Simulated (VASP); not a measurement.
# MnO (P6_3mc) in VASP: notebook, part 2 of 2

VASP 6.6.1.

## Step 3: Relaxation of shape and atoms at fixed volume, PBE+D3(BJ)+U, collinear spin, ferromagnetic start (14.56 Å³/atom)

This run uses another cell than the first one, of 14.56 Å³/atom.

The input, INCAR:

```
PREC     = Accurate       # precision mode
ENCUT    = 600            # plane-wave cutoff, eV
EDIFF    = 1E-6           # SCF threshold, eV
ISMEAR   = 0              # smearing method
SIGMA    = 0.05           # smearing width, eV
LREAL    = False          # projectors in reciprocal space
LASPH    = True           # aspherical terms in the spheres
NELM     = 150            # most SCF steps
ALGO     = Normal         # electronic algorithm
ISIF     = 4              # what is computed and relaxed
LWAVE    = False          # write WAVECAR
LCHARG   = False          # write CHGCAR
ISPIN    = 2              # spin polarisation
MAGMOM   = 4.56 4.56 0.12 0.12 # initial moments
LORBIT   = 11             # projections on sites
LMAXMIX  = 4              # l up to which the mixer works
LDAU     = True           # DFT+U
LDAUTYPE = 2            
LDAUL    = 2 -1           # shell
LDAUU    = 3.9 0          # U, eV
LDAUJ    = 0 0          
LDAUPRINT= 1            
GGA      = PE             # functional
IVDW     = 12             # dispersion correction
IBRION   = 2              # ionic algorithm
NSW      = 60             # ionic steps
EDIFFG   = -0.01          # ionic threshold
```

The input, KPOINTS:

```
regular mesh
0
Gamma
  8 8 4
```

The input, POSCAR:

```
MnO
1.0
    3.4972991443      0.0000000000      0.0000000000
   -1.7486495722      3.0287499036      0.0000000000
    0.0000000000      0.0000000000      5.4988934460
Mn O
2 2
Direct
    0.3333333333      0.6666666667     -0.0002310521
    0.6666666667      0.3333333333      0.4997689479
    0.3333333333      0.6666666667      0.3866610521
    0.6666666667      0.3333333333      0.8866610521
```

Potentials or basis: VASP PAW PBE potentials, release 64 (Mn_pv, O).

On the command line:

```bash
cat potpaw_PBE.64/Mn_pv/POTCAR potpaw_PBE.64/O/POTCAR > POTCAR
mpirun -np 1 vasp_std > vasp.out
```

OUTCAR:

```text
PREC = Accurate
   ENCUT = 600
   EDIFF = 1E-6
   ISMEAR = 0
   LREAL = False
   LASPH = True
   NELM = 150
   ISIF = 4
   ISPIN = 2
   LORBIT = 11
   GGA = PE
   IVDW = 12
   IBRION = 2
   NSW = 60
   EDIFFG = -0.01
 IVDW          = 12

 ion  position               nearest neighbor table
   1  0.333  0.667  1.000-   4 2.11   4 2.11   4 2.11   3 2.13
   2  0.667  0.333  0.500-   3 2.11   3 2.11   3 2.11   4 2.13
   3  0.333  0.667  0.387-   2 2.11   2 2.11   2 2.11   1 2.13
   4  0.667  0.333  0.887-   1 2.11   1 2.11   1 2.11   2 2.13

[... 1801 lines left out ...]
     3.497299144  0.000000000  0.000000000     0.285934934  0.165084611  0.000000000
    -1.748649572  3.028749904  0.000000000     0.000000000  0.330169222  0.000000000
     0.000000000  0.000000000  5.498893446     0.000000000  0.000000000  0.181854769

 POSITION                                       TOTAL-FORCE (eV/Angst)
 -----------------------------------------------------------------------------------
     -0.00000      2.01917      5.49762        -0.000000      0.000000     -0.003070
      1.74865      1.00958      2.74818         0.000000     -0.000000     -0.003070
     -0.00000      2.01917      2.12621        -0.000000     -0.000000      0.003070
      1.74865      1.00958      4.87565         0.000000      0.000000      0.003070
 -----------------------------------------------------------------------------------
    total drift:                               -0.000000      0.000000      0.000047

  FREE ENERGIE OF THE ION-ELECTRON SYSTEM (eV)
  ---------------------------------------------------
  free  energy   TOTEN  =       -31.7909595547 eV

  energy  without entropy=      -31.7908446551  energy(sigma->0) =      -31.79090210

 reached required accuracy - stopping structural energy minimisation

 total charge

# of ion       s       p       d       tot
------------------------------------------
    1        0.223   6.191   4.920  11.334
    2        0.223   6.191   4.920  11.334
    3        1.547   3.441   0.000   4.989
    4        1.547   3.441   0.000   4.989
--------------------------------------------------
tot          3.541  19.265   9.840  32.646

 magnetization (x)

# of ion       s       p       d       tot
------------------------------------------
    1        0.037   0.047   4.529   4.613
    2        0.037   0.047   4.529   4.613
    3        0.013   0.081   0.000   0.094
    4        0.013   0.081   0.000   0.094
--------------------------------------------------
tot          0.099   0.256   9.058   9.413
```

OSZICAR:

```text
N       E                     dE             d eps       ncg     rms          rms(c)
DAV:   1     0.479119076080E+03    0.47912E+03   -0.23501E+04  3360   0.173E+03
DAV:   2     0.121783067880E+02   -0.46694E+03   -0.43742E+03  3444   0.481E+02
DAV:   3    -0.324120186627E+02   -0.44590E+02   -0.43743E+02  3700   0.152E+02
DAV:   4    -0.334632483634E+02   -0.10512E+01   -0.10476E+01  3632   0.247E+01
DAV:   5    -0.334740616719E+02   -0.10813E-01   -0.10813E-01  3580   0.283E+00    0.197E+01
DAV:   6    -0.302509105093E+02    0.32232E+01   -0.34485E+01  4112   0.497E+01    0.182E+01
DAV:   7    -0.308575240630E+02   -0.60661E+00   -0.31097E+00  3376   0.192E+01    0.109E+01
DAV:   8    -0.308439156513E+02    0.13608E-01   -0.62820E-01  3596   0.547E+00    0.722E+00
DAV:   9    -0.308622819538E+02   -0.18366E-01   -0.86485E-02  3440   0.305E+00    0.110E+00
DAV:  10    -0.308614164782E+02    0.86548E-03   -0.27503E-02  3496   0.150E+00    0.223E-01
DAV:  11    -0.308620891670E+02   -0.67269E-03   -0.25730E-03  3568   0.393E-01    0.150E-01
DAV:  12    -0.308624134844E+02   -0.32432E-03   -0.20614E-04  3504   0.159E-01    0.531E-02
DAV:  13    -0.308625443371E+02   -0.13085E-03   -0.14207E-04  3392   0.773E-02    0.326E-02
DAV:  14    -0.308625525295E+02   -0.81924E-05   -0.59243E-06  3468   0.204E-02    0.117E-02
DAV:  15    -0.308625547766E+02   -0.22472E-05   -0.10756E-05  3380   0.184E-02    0.962E-03
DAV:  16    -0.308625558496E+02   -0.10730E-05   -0.51785E-07  2444   0.530E-03    0.709E-03
DAV:  17    -0.308625558777E+02   -0.28075E-07   -0.75244E-07  2352   0.575E-03
   1 F= -.31790960E+02 E0= -.31790902E+02  d E =-.317910E+02  mag=    10.0000
```

It took 80 s on 1 thread of AMD EPYC 9R45 (Zen 5), shared host; peak memory 0.24 GiB.

What came out:

| Quantity | Value |
| --- | --- |
| Free energy | -31.7910 eV |
| Pressure after relaxing | -4.5 GPa |
| Largest force after relaxing | 0.003 eV/Å |
| Band gap on the k mesh | zero (filled and empty bands touch) |
| Net moment | 10.00 μB per cell |
| Site moments | Mn +4.61; O +0.09 μB |
| Valence electrons inside the program's atomic spheres | Mn 11.33; O 4.99 |
| Dispersion energy per atom | -0.232 eV |

Forces in eV/Å, atoms in the order of the input:
```
Mn   0.000  0.000 -0.003
Mn   0.000  0.000 -0.003
O    0.000  0.000  0.003
O    0.000  0.000  0.003
```

Final structure:
```yaml
crystal:
  lattice:
    - [3.49730, 0.00000, 0.00000]
    - [-1.74865, 3.02875, 0.00000]
    - [0.00000, 0.00000, 5.49889]
  atoms:
    - { symbol: Mn, position: [0.33333, 0.66667, 0.99977] }
    - { symbol: Mn, position: [0.66667, 0.33333, 0.49977] }
    - { symbol: O, position: [0.33333, 0.66667, 0.38666] }
    - { symbol: O, position: [0.66667, 0.33333, 0.88666] }
```

Levels at points of the mesh, in eV from the Fermi level:
Spin up:
```csv
k point,band 22,band 23,band 24,band 25,band 26,band 27
"(0.00, 0.00, 0.00)",-0.50,-0.26,0.00,0.00,4.34,6.19
"(0.50, 0.00, 0.00)",-2.15,-1.03,-0.92,4.57,5.04,6.44
"(0.00, 0.00, 0.50)",-0.37,-0.37,-0.37,2.02,2.02,8.92
"(0.50, 0.00, 0.50)",-1.45,-1.21,-1.21,4.50,4.50,6.75
```
Spin down:
```csv
k point,band 12,band 13,band 14,band 15,band 16,band 17
"(0.00, 0.00, 0.00)",-3.26,-3.26,-3.01,0.71,3.73,3.73
"(0.50, 0.00, 0.00)",-3.30,-3.18,-3.12,2.56,3.16,3.39
"(0.00, 0.00, 0.50)",-3.27,-3.27,-3.27,2.75,2.75,4.22
"(0.50, 0.00, 0.50)",-3.22,-3.22,-3.22,3.09,3.09,4.05
```

Eigenvalues of the final occupation matrices:
| site | spin | trace | eigenvalues |
| --- | --- | --- | --- |
| site 1 d | 1 | 4.74 | 0.94 0.94 0.95 0.95 0.95 |
| site 1 d | 2 | 0.20 | 0.02 0.02 0.05 0.05 0.06 |
| site 2 d | 1 | 4.74 | 0.94 0.94 0.95 0.95 0.95 |
| site 2 d | 2 | 0.20 | 0.02 0.02 0.05 0.05 0.06 |

Caveat: the relaxation stopped at its first step, so nothing moved; the run started ferromagnetic, and an antiferromagnetic order may lie lower in energy.

## Step 4: Relaxation of shape and atoms at fixed volume, PBE+D3(BJ)+U, collinear spin, ferromagnetic start

This run uses another cell than the first one, of 13.26 Å³/atom.

The input, INCAR:

```
SYSTEM = MnO
PREC = Accurate ; ENCUT = 600
EDIFF = 1E-7 ; ISMEAR = 0
SIGMA = 0.05 ; LREAL = .False.
LASPH = .True. ; NELM = 150
ALGO = Normal ; ISIF = 4
LWAVE = .False. ; LCHARG = .False.
ISPIN = 2 ; MAGMOM = 4.47 4.47 0 0
LORBIT = 11 ; LMAXMIX = 4
LDAU = .True. ; LDAUTYPE = 2
LDAUL = 2 -1 ; LDAUU = 3.9 0
LDAUJ = 0 0 ; LDAUPRINT = 1
GGA = PE ; IVDW = 12
IBRION = 2 ; NSW = 60
EDIFFG = -0.02
```

The input, KPOINTS:

```
Automatic mesh
0
Gamma
  8 8 4
  0 0 0
```

The input, POSCAR:

```
MnO
1.0
    3.4583727421      0.0000000000      0.0000000000
   -1.7291863711      2.9950386504      0.0000000000
    0.0000000000      0.0000000000      5.1189423252
Mn O
2 2
Direct
    0.3333333333      0.6666666667     -0.0107135985
    0.6666666667      0.3333333333      0.4892864015
    0.3333333333      0.6666666667      0.3971435985
    0.6666666667      0.3333333333      0.8971435985
```

On the command line:

```bash
cat potpaw_PBE.64/Mn_pv/POTCAR potpaw_PBE.64/O/POTCAR > POTCAR
mpirun -np 1 vasp_std > vasp.out
```

Wall time 37 min (1 thread of Intel Xeon Platinum 8375C at 2.90GHz (Ice Lake), shared host); peak memory 0.27 GiB.

The run converged. Its results:

| Property | Result |
| --- | --- |
| Free energy | -31.9254 eV |
| Energy gained by relaxing | 36.8 meV/atom |
| Ionic steps | 38 |
| Pressure after relaxing | -1.1 GPa |
| Largest force after relaxing | 0.016 eV/Å |
| Band gap on the k mesh | zero (filled and empty bands overlap) |
| Net moment | 10.00 μB per cell |
| Site moments | Mn +4.62; O +0.12 μB |
| Valence electrons inside the program's atomic spheres | Mn 11.35; O 5.00 |
| Dispersion energy per atom | -0.254 eV |

Forces on the atoms (eV/Å):
```
Mn   0.000  0.000 -0.016
Mn   0.000  0.000 -0.016
O    0.000  0.000  0.016
O    0.000  0.000  0.016
```

Stress tensor (GPa, compression positive):
```
-1.17  0.00  0.00
 0.00 -1.17  0.00
 0.00  0.00 -0.81
```

Step by step:
| step | energy change (eV) | largest force (eV/Å) | pressure (GPa) | volume (Å³) |
| --- | --- | --- | --- | --- |
| 1 | 0.0000 | 0.0330 | 5.43 | 53.02 |
| 2 | -0.0005 | 0.0375 | 5.37 | 53.02 |
| 3 | -0.0018 | 0.0539 | 5.20 | 53.02 |
| 4 | -0.0045 | 0.0873 | 4.85 | 53.02 |
| 5 | -0.0102 | 0.1591 | 4.10 | 53.02 |
| 6 | -0.0252 | 0.3203 | 2.49 | 53.02 |
| 7 | -0.0746 | 0.5594 | 0.14 | 53.02 |
| 8 | 1.3775 | 4.2528 | 18.36 | 53.02 |
| 9 | -0.0059 | 0.8627 | 1.13 | 53.02 |
| 10 | 0.0620 | 0.3604 | 2.89 | 53.02 |
| 11 | 0.0023 | 0.9238 | 1.18 | 53.02 |
| 12 | 0.0040 | 0.8043 | 1.45 | 53.02 |
| 13 | 0.0003 | 0.8620 | 1.28 | 53.02 |
| 14 | 0.0015 | 0.8397 | 1.35 | 53.02 |
| 15 | 0.0015 | 0.8390 | 1.35 | 53.02 |
| 16 | 0.0014 | 0.8370 | 1.35 | 53.02 |
| 17 | 0.0013 | 0.8330 | 1.35 | 53.02 |
| 18 | 0.0011 | 0.8251 | 1.36 | 53.02 |
| 19 | 0.0009 | 0.8086 | 1.39 | 53.02 |
| 20 | 0.0011 | 0.7734 | 1.44 | 53.02 |
| 21 | 0.0009 | 0.7962 | 1.40 | 53.02 |
| 22 | 0.0006 | 0.7951 | 1.40 | 53.02 |
| 23 | -0.0002 | 0.7921 | 1.38 | 53.02 |
| 24 | -0.0018 | 0.7861 | 1.36 | 53.02 |
| 25 | -0.0051 | 0.7741 | 1.31 | 53.02 |
| 26 | -0.0114 | 0.7506 | 1.21 | 53.02 |
| 27 | -0.0235 | 0.7053 | 1.03 | 53.02 |
| 28 | -0.0456 | 0.6201 | 0.69 | 53.02 |
| 29 | -0.0819 | 0.4707 | 0.11 | 53.02 |
| 30 | -0.1273 | 0.2462 | -0.67 | 53.02 |
| 31 | -0.1364 | 0.0261 | -0.93 | 53.02 |
| 32 | -0.1435 | 0.0771 | -1.02 | 53.02 |
| 33 | -0.1436 | 0.0877 | -1.02 | 53.02 |
| 34 | -0.1441 | 0.0836 | -1.02 | 53.02 |
| 35 | -0.1453 | 0.0710 | -1.04 | 53.02 |
| 36 | -0.1466 | 0.0408 | -1.05 | 53.02 |
| 37 | -0.1467 | 0.0259 | -1.05 | 53.02 |
| 38 | -0.1470 | 0.0159 | -1.05 | 53.02 |

Final structure:
```cif
data_structure
_symmetry_space_group_name_H-M 'P 1'
_symmetry_Int_Tables_number 1
_cell_length_a 3.6999
_cell_length_b 3.6999
_cell_length_c 4.4725
_cell_angle_alpha 90.000
_cell_angle_beta 90.000
_cell_angle_gamma 120.000
_cell_volume 53.02
loop_
_atom_site_label
_atom_site_type_symbol
_atom_site_fract_x
_atom_site_fract_y
_atom_site_fract_z
_atom_site_occupancy
Mn1 Mn 0.33333 0.66667 0.94378 1
Mn2 Mn 0.66667 0.33333 0.44378 1
O1 O 0.33333 0.66667 0.44265 1
O2 O 0.66667 0.33333 0.94265 1
```

Levels at points of the mesh, in eV from the Fermi level:
Spin up:
```tsv
k point	band 20	band 21	band 22	band 23	band 24	band 25	band 26	band 27
(0.00, 0.00, 0.00)	-2.50	-0.87	-0.87	-0.35	-0.35	-0.26	5.42	8.19
(0.50, 0.00, 0.00)	-2.56	-2.44	-2.35	-2.22	-1.65	4.77	4.82	7.77
(0.00, 0.00, 0.50)	-1.93	-0.49	-0.49	-0.49	-0.49	3.34	3.34	9.91
(0.50, 0.00, 0.50)	-2.63	-1.84	-1.84	-0.27	-0.27	4.74	4.74	7.57
```
Spin down:
```csv
k point,band 12,band 13,band 14,band 15,band 16,band 17
"(0.00, 0.00, 0.00)",-3.39,-3.39,-2.25,0.89,3.31,3.31
"(0.50, 0.00, 0.00)",-3.91,-3.35,-2.80,2.62,2.73,3.10
"(0.00, 0.00, 0.50)",-3.74,-3.74,-3.74,2.96,2.96,4.41
"(0.50, 0.00, 0.50)",-3.56,-3.38,-3.38,3.11,3.11,4.12
```

Eigenvalues of the final occupation matrices:
```
    site  spin  trace               eigenvalues
site 1 d     1   4.76  0.94 0.94 0.95 0.95 0.97
site 1 d     2   0.20  0.02 0.02 0.05 0.05 0.07
site 2 d     1   4.76  0.94 0.94 0.95 0.95 0.97
site 2 d     2   0.20  0.02 0.02 0.05 0.05 0.07
```

Caveat: the run started ferromagnetic, and an antiferromagnetic order may lie lower in energy.

## Step 5: Relaxation of shape and atoms at fixed volume, PBE+D3(BJ)+U, collinear spin, ferromagnetic start (13.44 Å³/atom)

This run uses another cell than the first one, of 13.44 Å³/atom.

The input, INCAR:

```
  ALGO = Normal
  EDIFF = 1E-6
  EDIFFG = -0.01
  ENCUT = 600
  GGA = PE
  IBRION = 2
  ISIF = 4
  ISMEAR = 0
  ISPIN = 2
  IVDW = 12
  LASPH = True
  LCHARG = False
  LDAU = True
  LDAUJ = 0 0
  LDAUL = 2 -1
  LDAUPRINT = 1
  LDAUTYPE = 2
  LDAUU = 3.9 0
  LMAXMIX = 4
  LORBIT = 11
  LREAL = False
  LWAVE = False
  MAGMOM = 4.48 4.48 0.15 0.15
  NELM = 150
  NSW = 60
  PREC = Accurate
  SIGMA = 0.05
```

The input, KPOINTS:

```
k-points
0
Gamma
  8 8 4
```

The input, POSCAR:

```
MnO
1.0
    3.4142707313      0.0000000000      0.0000000000
   -1.7071353657      2.9568451887      0.0000000000
    0.0000000000      0.0000000000      5.3257754461
Mn O
2 2
Direct
    0.3333333333      0.6666666667     -0.0014879476
    0.6666666667      0.3333333333      0.4985120524
    0.3333333333      0.6666666667      0.3879179476
    0.6666666667      0.3333333333      0.8879179476
```

On the command line:

```bash
cat potpaw_PBE.64/Mn_pv/POTCAR potpaw_PBE.64/O/POTCAR > POTCAR
mpirun -np 1 vasp_std > vasp.out
```

It took 23 min on 1 thread of Intel Xeon Platinum 8375C at 2.90GHz (Ice Lake), shared host; peak memory 0.27 GiB.

It converged, with:

```
Free energy                                           : -31.9176 eV
Energy gained by relaxing                             : 31.4 meV/atom
Ionic steps                                           : 18
Pressure after relaxing                               : -2.7 GPa
Band gap on the k mesh                                : zero (filled and empty bands overlap)
Net moment                                            : 10.00 μB per cell
Site moments                                          : Mn +4.62; O +0.12 μB
Valence electrons inside the program's atomic spheres : Mn 11.33; O 5.00
Dispersion energy per atom                            : -0.251 eV
```

Stress tensor (GPa, compression positive):
```
-2.72  0.00  0.00
 0.00 -2.72  0.00
 0.00  0.00 -2.62
```

The path:
```
step  energy change (eV)  largest force (eV/Å)  pressure (GPa)  volume (Å³)
   1              0.0000                0.0315            4.56        53.77
   2             -0.0005                0.0385            4.55        53.77
   3             -0.0018                0.0595            4.47        53.77
   4             -0.0031                0.1095            4.25        53.77
   5             -0.0033                0.1051            4.23        53.77
   6             -0.0040                0.0924            4.18        53.77
   7             -0.0052                0.0691            4.09        53.77
   8             -0.0070                0.0280            3.87        53.77
   9             -0.0091                0.0302            3.33        53.77
  10             -0.0130                0.0788            2.12        53.77
  11             -0.0534                0.0103           -0.74        53.77
  12              0.0882                1.1637            0.40        53.77
  13             -0.0649                0.0686           -1.11        53.77
  14             -0.1237                0.0038           -2.66        53.77
  15             -0.1168                0.1601           -2.53        53.77
  16             -0.1245                0.0211           -2.70        53.77
  17             -0.1243                0.0504           -2.68        53.77
  18             -0.1255                0.0012           -2.69        53.77
```

Final structure:
```cif
data_structure
_symmetry_space_group_name_H-M 'P 1'
_symmetry_Int_Tables_number 1
_cell_length_a 3.7141
_cell_length_b 3.7141
_cell_length_c 4.5006
_cell_angle_alpha 90.000
_cell_angle_beta 90.000
_cell_angle_gamma 120.000
_cell_volume 53.77
loop_
_atom_site_label
_atom_site_type_symbol
_atom_site_fract_x
_atom_site_fract_y
_atom_site_fract_z
_atom_site_occupancy
Mn1 Mn 0.33333 0.66667 0.94320 1
Mn2 Mn 0.66667 0.33333 0.44320 1
O1 O 0.33333 0.66667 0.44323 1
O2 O 0.66667 0.33333 0.94323 1
```

Levels at points of the mesh, in eV from the Fermi level:
Spin up:
| k point | band 22 | band 23 | band 24 | band 25 | band 26 | band 27 |
| --- | --- | --- | --- | --- | --- | --- |
| (0.00, 0.00, 0.00) | -0.84 | -0.33 | -0.33 | -0.24 | 5.38 | 8.15 |
| (0.50, 0.00, 0.00) | -2.32 | -2.17 | -1.60 | 4.78 | 4.79 | 7.69 |
| (0.00, 0.00, 0.50) | -0.47 | -0.47 | -0.47 | 3.33 | 3.33 | 9.90 |
| (0.50, 0.00, 0.50) | -1.80 | -0.27 | -0.27 | 4.75 | 4.75 | 7.51 |
Spin down:
```
           k point  band 11  band 12  band 13  band 14  band 15  band 16  band 17  band 18
(0.00, 0.00, 0.00)    -3.83    -3.29    -3.29    -2.16     0.91     3.36     3.36     3.94
(0.50, 0.00, 0.00)    -3.93    -3.81    -3.25    -2.71     2.69     2.80     3.16     4.23
(0.00, 0.00, 0.50)    -3.63    -3.63    -3.63    -3.63     2.99     2.99     4.44     4.44
(0.50, 0.00, 0.50)    -3.45    -3.45    -3.27    -3.27     3.17     3.17     4.15     4.15
```

Eigenvalues of the final occupation matrices:
```
    site  spin  trace               eigenvalues
site 1 d     1   4.75  0.94 0.94 0.95 0.95 0.97
site 1 d     2   0.20  0.02 0.02 0.04 0.04 0.07
site 2 d     1   4.75  0.94 0.94 0.95 0.95 0.97
site 2 d     2   0.20  0.02 0.02 0.04 0.04 0.07
```

Caveat: a cell axis changed by over 15 % at a fixed basis, so the end point is rough; the run started ferromagnetic, and an antiferromagnetic order may lie lower in energy. The state reached can hang on the start; a lower one may exist.

## Step 6: The runs side by side

| level | cell | gap on the mesh (eV) | pressure (GPa) | moment (μB) |
| --- | --- | --- | --- | --- |
| PBEsol+U | relaxed from a = 3.480, b = 3.480, c = 5.461 Å, angles 90.0, 90.0, 120.0°, 4 atoms, atomic positions A | none | -4.6 | 10.00 |
| PBE+D3(BJ)+U | relaxed from a = 3.497, b = 3.497, c = 5.499 Å, angles 90.0, 90.0, 120.0°, 4 atoms, atomic positions B | none | -4.5 | 10.00 |
| PBE+D3(BJ)+U | relaxed from a = 3.458, b = 3.458, c = 5.119 Å, angles 90.0, 90.0, 120.0°, 4 atoms, atomic positions C | none | -1.1 | 10.00 |
| PBE+D3(BJ)+U | relaxed from a = 3.414, b = 3.414, c = 5.326 Å, angles 90.0, 90.0, 120.0°, 4 atoms, atomic positions D | none | -2.7 | 10.00 |

Alike in all rows: task relaxation of shape and atoms at fixed volume; potentials or basis VASP PAW PBE potentials, release 64 (Mn_pv, O); spin collinear, ferromagnetic start; Mn d U = 3.9 eV; k mesh 8 × 8 × 4; cutoff (eV) 600; smearing gaussian 0.05 eV.

Caveats: the run started ferromagnetic, and an antiferromagnetic order may lie lower in energy; the PAW data sets were made with another functional, which shifts forces and pressure a little (at least some runs); the relaxation stopped at its first step, so nothing moved (at least some runs); a cell axis changed by over 15 % at a fixed basis, so the end point is rough (at least some runs).

Absolute energies hang on the potentials; compare differences alone.
